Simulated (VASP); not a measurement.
# GaN (R3m) in VASP: single point with HSE06

Aim: the single point of GaN with HSE06.

All numbers are computed with VASP 6.6.1; they aren't measurements. Logs are shortened: lines on timing, memory, paths and dates and some standing lists are left out, and cuts for length are marked.

### 1 The cell of the first run

Symmetry: R3m, No. 160, trigonal system. Conventional cell: a = 3.053 Å, b = 3.053 Å, c = 7.934 Å, α = 90.00°, β = 90.00°, γ = 120.00°. Within 2.5 Å of Ga (site symmetry 3m) lie 4 N at 1.90 to 1.93 Å. N (site symmetry 3m) has 4 Ga at 1.90 to 1.93 Å within 2.5 Å.

### 2 Single point, HSE06 (epitaxial 111 strain -4.0%)

Contents of POSCAR:

```
GaN
1.0
    0.0874749163      2.2464693557      2.2464693557
    2.2464693557      0.0874749163      2.2464693557
    2.2464693557      2.2464693557      0.0874749163
Ga N
1 1
Direct
    0.0032476448      0.0032476448      0.0032476448
    0.2467523552      0.2467523552      0.2467523552
```

Contents of INCAR.step1:

```
  PREC = Accurate
  ENCUT = 520
  EDIFF = 1E-5
  ISMEAR = 0
  SIGMA = 0.01
  LREAL = False
  LASPH = True
  NELM = 60
  ALGO = Normal
  ISIF = 2
  LWAVE = True
  LCHARG = False
  NBANDS = 16
  GGA = PE
```

Contents of INCAR.step2:

```
  PREC = Accurate
  ENCUT = 520
  EDIFF = 1E-6
  ISMEAR = 0
  SIGMA = 0.01
  LREAL = False
  LASPH = True
  NELM = 60
  ALGO = Normal
  ISIF = 2
  LWAVE = False
  LCHARG = False
  GGA = PE
  LHFCALC = True
  HFSCREEN = 0.2079
  PRECFOCK = Normal
  NBANDS = 16
  ISTART = 1
```

Contents of KPOINTS:

```
regular mesh
0
Gamma
  6 6 6
```

Potentials or basis: VASP PAW PBE potentials, release 64 (Ga_d, N).

Command:

```bash
cat potpaw_PBE.64/Ga_d/POTCAR potpaw_PBE.64/N/POTCAR > POTCAR
cp INCAR.step1 INCAR
mpirun -np 1 vasp_std > vasp.out
cp INCAR.step2 INCAR
mpirun -np 1 vasp_std > vasp.out
```

OUTCAR:

```text
PREC = Accurate
   ENCUT = 520
   EDIFF = 1E-6
   ISMEAR = 0
   LREAL = False
   LASPH = True
   NELM = 60
   ISIF = 2
   GGA = PE
   LHFCALC = True
   HFSCREEN = 0.2079
   PRECFOCK = Normal
   ISTART = 1

 ion  position               nearest neighbor table
   1  0.003  0.003  0.003-   2 1.90   2 1.90   2 1.90   2 1.93
   2  0.247  0.247  0.247-   1 1.90   1 1.90   1 1.90   1 1.93

  LATTYP: Found a trigonal (rhomboedric) cell.
 ALAT       =     3.1781914658
 COS(alpha) =     0.5385305734

  Lattice vectors:

 A1 = (   0.0874749163,   2.2464693557,   2.2464693557)
 A2 = (   2.2464693557,   0.0874749163,   2.2464693557)
 A3 = (   2.2464693557,   2.2464693557,   0.0874749163)

Analysis of symmetry for initial positions (statically):
=====================================================================
 Subroutine PRICEL returns:
 Original cell was already a primitive cell.

 Routine SETGRP: Setting up the symmetry group for a
 trigonal (rhombohedral) supercell.

 Subroutine GETGRP returns: Found  6 space group operations
 (whereof  6 operations were pure point group operations)
 out of a pool of 12 trial point group operations.

The static configuration has the point symmetry C_3v.

Analysis of symmetry for dynamics (positions and initial velocities):
=====================================================================
 Subroutine PRICEL returns:
 Original cell was already a primitive cell.

 Routine SETGRP: Setting up the symmetry group for a
 trigonal (rhombohedral) supercell.

 Subroutine GETGRP returns: Found  6 space group operations
 (whereof  6 operations were pure point group operations)
 out of a pool of 12 trial point group operations.

The dynamic configuration has the point symmetry C_3v.

 Subroutine INISYM returns: Found  6 space group operations
 (whereof  6 operations are pure point group operations),
 and found     1 'primitive' translations

----------------------------------------------------------------------------------------

                                     Primitive cell

  volume of cell :      21.3505

  direct lattice vectors                    reciprocal lattice vectors
     0.087474916  2.246469356  2.246469356    -0.236012095  0.227166495  0.227166495
     2.246469356  0.087474916  2.246469356     0.227166495 -0.236012095  0.227166495
     2.246469356  2.246469356  0.087474916     0.227166495  0.227166495 -0.236012095

  length of vectors
     3.178191466  3.178191466  3.178191466     0.398636353  0.398636353  0.398636353

  position of ions in fractional coordinates (direct lattice)
     0.003247645  0.003247645  0.003247645
     0.246752355  0.246752355  0.246752355

  ion indices of the primitive-cell ions
   primitive index   ion index
                 1           1
                 2           2

----------------------------------------------------------------------------------------

 KPOINTS: regular mesh

Automatic generation of k-mesh.
 Grid dimensions read from file:
 generate k-points for:    6    6    6

 Generating k-lattice:

  Cartesian coordinates                     Fractional coordinates (reciprocal lattice)
    -0.039335349  0.037861082  0.037861082     0.166666667 -0.000000000 -0.000000000
     0.037861082 -0.039335349  0.037861082    -0.000000000  0.166666667 -0.000000000
     0.037861082  0.037861082 -0.039335349    -0.000000000 -0.000000000  0.166666667

  Length of vectors
     0.066439392  0.066439392  0.066439392

  Shift w.r.t. Gamma in fractional coordinates (k-lattice)
     0.000000000  0.000000000  0.000000000

 Subroutine IBZKPT returns following result:
 ===========================================

 Found     32 irreducible k-points:

 Following reciprocal coordinates:
            Coordinates               Weight
  0.000000  0.000000  0.000000      1.000000
  0.166667  0.000000  0.000000      6.000000
  0.333333  0.000000  0.000000      6.000000
  0.500000  0.000000 -0.000000      3.000000
  0.166667  0.166667  0.000000      6.000000
  0.333333  0.166667  0.000000     12.000000
[... 16 lines left out ...]
  0.500000  0.500000  0.166667      6.000000
 -0.333333  0.500000  0.166667     12.000000
 [... further k-points ...]
   k-points           NKPTS =     32   k-points in BZ     NKDIM =    216   number of bands    NBANDS=     16
   number of dos      NEDOS =    301   number of ions     NIONS =      2
   total plane-waves  NPLWV =  13824
   dimension x,y,z NGX =    24 NGY =   24 NGZ =   24
   dimension x,y,z NGXF=    48 NGYF=   48 NGZF=   48
   ions per type =               1   1
   NGX,Y,Z   is equivalent  to a cutoff of  12.55, 12.55, 12.55 a.u.
   NGXF,Y,Z  is equivalent  to a cutoff of  25.11, 25.11, 25.11 a.u.
 SYSTEM =  unknown system
   PREC   = accura    normal or accurate (medium, high low for compatibility)
   ISTART =      1    job   : 0-new  1-cont  2-samecut
   ICHARG =      0    charge: 1-file 2-atom 10-const
   ISPIN  =      1    spin polarized calculation?
   LNONCOLLINEAR =      F non collinear calculations
   LSORBIT =      F    spin-orbit coupling
   LASPH  =      T    aspherical Exc in radial PAW
   ENCUT  =  520.0 eV  38.22 Ry    6.18 a.u.   5.91  5.91  5.91*2*pi/ulx,y,z
   NELM   =     60;   NELMIN=  2; NELMDL=  0     # of ELM steps
   EDIFF  = 0.1E-05   stopping-criterion for ELM
   LREAL  =      F    real-space projection
   EDIFFG = 0.1E-04   stopping-criterion for IOM
   NSW    =      0    number of steps for IOM
   IBRION =     -1    ionic relax: 0-MD 1-quasi-New 2-CG
   NFREE  =      0    steps in history (QN), initial steepest desc. (CG)
   ISIF   =      2    stress and relaxation
   ISYM   =      3    0-nonsym 1-usesym 2-fastsym
   POTIM  = 0.5000    time-step for ionic-motion
   TEBEG  =    0.0;   TEEND  =   0.0 temperature during run
   PSTRESS=    0.0 pullay stress
   NELECT =      18.0000    total number of electrons
   NUPDOWN=      -1.0000    fix difference up-down
   EMIN   =  10.00;   EMAX   =-10.00  energy-range for DOS
   EFERMI =   0.00;   METHOD = LEGACY
   ISMEAR =     0;   SIGMA  =   0.01  broadening in eV -4-tet -1-fermi 0-gaus
   EFERMI_NEDOS =   21; number of points for ismear=-14 and -15
   IALGO  =     38    algorithm
   IMIX   =      1    mixing-type and parameters
     AMIX     =   0.40;   BMIX     =  1.00
     AMIX_MAG =   1.60;   BMIX_MAG =  1.00
  volume/ion in A,a.u.               =      10.68        72.04
  Fermi-wavevector in a.u.,A,eV,Ry     =   1.546547  2.922550 32.542513  2.391807
  Thomas-Fermi vector in A             =   2.651767
   LORBIT       =      0    0 simple, 1 ext, 2 COOP (PROOUT), +10 PAW based schemes
   GGA     = PE    functional components
   LHFCALC =     T    Hartree Fock is set to
   PRECFOCK=normal    Normal, Fast or Accurate (Low or Medium for compatibility)
   ENCUT4O =  -1.0   cutoff for four orbital integrals eV
   NKREDX  =     1    reduce k-point grid by
   NKREDY  =     1    reduce k-point grid by
   NKREDZ  =     1    reduce k-point grid by
   AEXX    =    0.2500 exact exchange contribution
   HFSCREEN=    0.2079 screening length (either q_TF or 0.3 A-1)
   HFSCREENC=   0.2079 screening length for correlation (either q_TF or 0.3 A-1)
   ENCUTFOCK=  -1.0 apply spherical cutoff to Coloumb kernel
   IVDW    =     0    specifies the selected vdW correction
   LEPSILON=     F    determine dielectric tensor
   LRPA    =     F    only Hartree local field effects (RPA)
 non-spin polarized calculation
 Gauss-broadening in eV      SIGMA  =   0.01
  energy-cutoff  :      520.00
  volume of cell :       21.35
 maximum number of plane-waves:       586
  NGX = 18; NGY = 18; NGZ = 18

 number of electron      17.9999999 magnetization

 Free energy of the ion-electron system (eV)
  ---------------------------------------------------
  ext. energy  EPLUGINS =         0.00000000
  ---------------------------------------------------
  free energy    TOTEN  =       -14.62378375 eV

  energy without entropy =      -14.62378375  energy(sigma->0) =      -14.62378375

 E-fermi :   5.5006     XC(G=0):  -9.8567

 val. band max:        5.3755370744   @ k =   0.0000   0.0000   0.0000
 cond. band min:       8.5854199515   @ k =   0.0000   0.0000   0.0000
 fundamental gap:      3.2098828771
 Fermi energy:         5.5006316899

 k-point     1 :       0.0000    0.0000    0.0000
  band No.  band energies     occupation
      1     -12.8478      2.00000
      2     -10.4106      2.00000
      3     -10.3895      2.00000
      4     -10.3895      2.00000
      5     -10.0093      2.00000
      6     -10.0093      2.00000
[... 8 lines left out ...]
     15      26.3637      0.00000
     16      26.5275      0.00000

 k-point     2 :       0.1667    0.0000    0.0000
  band No.  band energies     occupation
      1     -12.5279      2.00000
      2     -10.3671      2.00000
      3     -10.3454      2.00000
      4     -10.2242      2.00000
      5     -10.0139      2.00000
      6     -10.0116      2.00000
[... 8 lines left out ...]
     15      24.1402      0.00000
     16      24.5789      0.00000

 k-point     3 :       0.3333    0.0000    0.0000
  band No.  band energies     occupation
      1     -12.0645      2.00000
      2     -10.3107      2.00000
      3     -10.2862      2.00000
      4     -10.0008      2.00000
      5      -9.9837      2.00000
      6      -9.3236      2.00000
[... 8 lines left out ...]
     15      24.4019      0.00000
     16      26.1184      0.00000

 k-point     4 :       0.5000    0.0000   -0.0000
  band No.  band energies     occupation
      1     -11.9483      2.00000
      2     -10.3003      2.00000
      3     -10.2750      2.00000
      4      -9.9719      2.00000
      5      -9.9497      2.00000
      6      -8.3038      2.00000
[... 8 lines left out ...]
     15      26.8609      0.00000
     16      28.8675      0.00000

 k-point     5 :       0.1667    0.1667    0.0000
  band No.  band energies     occupation
      1     -12.4388      2.00000
      2     -10.3216      2.00000
      3     -10.3137      2.00000
      4     -10.2472      2.00000
      5     -10.0140      2.00000
      6      -9.9885      2.00000
[... 8 lines left out ...]
     15      27.7020      0.00000
     16      28.1507      0.00000

 k-point     6 :       0.3333    0.1667    0.0000
  band No.  band energies     occupation
      1     -12.0550      2.00000
      2     -10.2794      2.00000
      3     -10.2454      2.00000
      4     -10.1116      2.00000
      5      -9.9684      2.00000
      6      -9.4767      2.00000
[... 8 lines left out ...]
     15      27.1315      0.00000
     16      27.5635      0.00000
[... 267 lines left out ...]
 k-point    21 :      -0.3333    0.3333    0.1667
  band No.  band energies     occupation
      1     -11.8239      2.00000
      2     -10.2523      2.00000
      3     -10.1781      2.00000
      4     -10.0447      2.00000
      5      -9.9839      2.00000
      6      -7.7512      2.00000
[... 8 lines left out ...]
     15      26.7328      0.00000
     16      30.6542      0.00000

 k-point    22 :      -0.1667    0.3333    0.1667
  band No.  band energies     occupation
      1     -11.8720      2.00000
      2     -10.2345      2.00000
      3     -10.2077      2.00000
      4     -10.0921      2.00000
      5      -9.9695      2.00000
      6      -8.4705      2.00000
[... 8 lines left out ...]
     15      27.7788      0.00000
     16      30.7403      0.00000

 k-point    23 :       0.5000    0.5000    0.1667
  band No.  band energies     occupation
      1     -11.8219      2.00000
      2     -10.2519      2.00000
      3     -10.1101      2.00000
      4     -10.0926      2.00000
      5      -9.9470      2.00000
      6      -8.1363      2.00000
[... 8 lines left out ...]
     15      30.5375      0.00000
     16      30.6907      0.00000

 k-point    24 :      -0.3333    0.5000    0.1667
  band No.  band energies     occupation
      1     -11.7963      2.00000
      2     -10.2350      2.00000
      3     -10.1624      2.00000
      4     -10.0322      2.00000
      5      -9.9675      2.00000
      6      -7.5981      2.00000
[... 8 lines left out ...]
     15      28.4564      0.00000
     16      31.1594      0.00000

 [... further k-points ...]

------------------------ aborting loop because EDIFF is reached ----------------------------------------

  FORCE on cell =-STRESS in cart. coord.  units (eV):
  Direction    XX          YY          ZZ          XY          YZ          ZX
  --------------------------------------------------------------------------------------
  -------------------------------------------------------------------------------------
  Total        1.8710784      1.8710784      1.8710784     -0.9604217     -0.9604217     -0.9604217
  in kB      140.4089562    140.4089562    140.4089562    -72.0717092    -72.0717092    -72.0717092
  external PRESSURE =     140.4089562 kB  Pullay stress =       0.0000000 kB

 VOLUME and BASIS-vectors are now :
 -----------------------------------------------------------------------------
  energy-cutoff  :      520.00
  volume of cell :       21.35
      direct lattice vectors                 reciprocal lattice vectors
     0.087474916  2.246469356  2.246469356    -0.236012095  0.227166495  0.227166495
     2.246469356  0.087474916  2.246469356     0.227166495 -0.236012095  0.227166495
     2.246469356  2.246469356  0.087474916     0.227166495  0.227166495 -0.236012095

 POSITION                                       TOTAL-FORCE (eV/Angst)
 -----------------------------------------------------------------------------------
      0.01488      0.01488      0.01488        -0.007748     -0.007748     -0.007748
      1.13023      1.13023      1.13023         0.007748      0.007748      0.007748
 -----------------------------------------------------------------------------------
    total drift:                                0.000015      0.000015      0.000008

  FREE ENERGIE OF THE ION-ELECTRON SYSTEM (eV)
  ---------------------------------------------------
  free  energy   TOTEN  =       -14.6237837507 eV

  energy  without entropy=      -14.6237837507  energy(sigma->0) =      -14.62378375
```

Run time: 84 min. Hardware: 1 thread of Intel Xeon 8259CL, shared host; peak memory 0.26 GiB.

What came out:

```yaml
Free_energy: -14.6238 eV
Pressure: 14.0 GPa
Largest_force: 0.013 eV/Å
Band_gap_on_the_k_mesh: 3.21 eV
```

Forces on the atoms (eV/Å):
```
Ga  -0.008 -0.008 -0.008
N    0.008  0.008  0.008
```

Stress tensor (GPa, compression positive):
```
14.04 -7.21 -7.21
-7.21 14.04 -7.21
-7.21 -7.21 14.04
```

Levels at points of the mesh, in eV from the valence-band top:
```tsv
k point	band 7	band 8	band 9	band 10	band 11	band 12
(0.00, 0.00, 0.00)	-0.47	0.00	0.00	3.21	11.41	12.77
(0.50, 0.00, 0.00)	-8.10	-1.55	-1.20	6.21	10.55	11.93
(0.50, 0.50, 0.00)	-7.03	-3.60	-3.00	4.24	8.52	13.87
(0.50, 0.50, 0.50)	-8.46	-0.99	-0.99	7.07	10.41	12.87
```

Caveat: the cell differs from its parent crystal (epitaxial 111 strain -4.0%); the cell stands under pressure; the structure was generated, so it needn't be the stable form of GaN; the PAW data sets were made with another functional, which shifts forces and pressure a little.
